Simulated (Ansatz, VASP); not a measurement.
# Two plane-wave programs on C

```
C
1.0
     2.45587    0.00000    0.00000
    -1.22793    2.12684    0.00000
     0.00000    0.00000    7.05526
C
4
Direct
  0.00000 0.00000 0.25000
  0.00000 0.00000 0.75000
  0.33333 0.66667 0.25000
  0.66667 0.33333 0.75000
```

Alike in both runs: functional r2SCAN; k mesh 24 × 24 × 6; occupations fermi-dirac, width 0.15 eV; no spin polarisation.

Ansatz relaxed the structure, and its values are those at the end. VASP's run is a single point on that final structure, the one shown.

|  | VASP | Ansatz |
| --- | --- | --- |
| version | VASP 6.6.1 | Ansatz 0.2.0 |
| potentials or method | VASP PAW PBE potentials, release 64 (C), cutoff 660 eV | scalar-relativistic, plane waves, PAW |
| valence electrons in the cell | 16 | 16 |

```tsv
	VASP	Ansatz	Ansatz less VASP
gap on the k mesh at the Fermi level (eV)	none	none	-
pressure (GPa)	0.0	0.0	-0.03
```

VASP's potentials were made for PBE, not for r2SCAN. A gap of «none» marks a metal or a gap that the smearing closes.
